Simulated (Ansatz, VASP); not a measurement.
One calculation of Bi2Te3, two programs

```xyz
5
Lattice="2.1920 1.2655 10.1753 -2.1920 1.2655 10.1753 0.0000 -2.5311 10.1753" Properties=species:S:1:pos:R:3 pbc="T T T"
Bi    0.0000    0.0000   12.1798
Bi    0.0000    0.0000   18.3461
Te    0.0000    0.0000    0.0000
Te    0.0000    0.0000    6.3494
Te    0.0000    0.0000   24.1765
```

Alike in both runs: task single point; functional PBE; dispersion D3(BJ); k mesh 6 × 6 × 6; occupations gaussian, width 0.1 eV; no spin polarisation.

|  | VASP | Ansatz |
| --- | --- | --- |
| version | VASP 6.6.1 | Ansatz 0.2.0 |
| potentials or method | VASP PAW PBE potentials, release 64 (Bi_d, Te), cutoff 500 eV | scalar-relativistic, plane waves, PAW |
| valence electrons in the cell | 48 | 78 |

```csv
,VASP,Ansatz,Ansatz less VASP
gap on the k mesh at the Fermi level (eV),0.33,0.34,+0.009
least direct gap on the mesh (eV),0.33,0.34,+0.009
pressure (GPa),-0.9,-0.9,+0.02
"traceless stress, the component that is largest in VASP (GPa)",-0.42,-0.43,-0.005
rms of the force components (eV/Å),0.233,0.238,+0.0046
```

Atom by atom the forces differ by 0.005 eV/Å (rms over components). VASP's potentials hold 48 valence electrons a cell and Ansatz's 78, so a difference there can come from the potentials and not from the codes.

Neither program's run includes spin-orbit coupling.
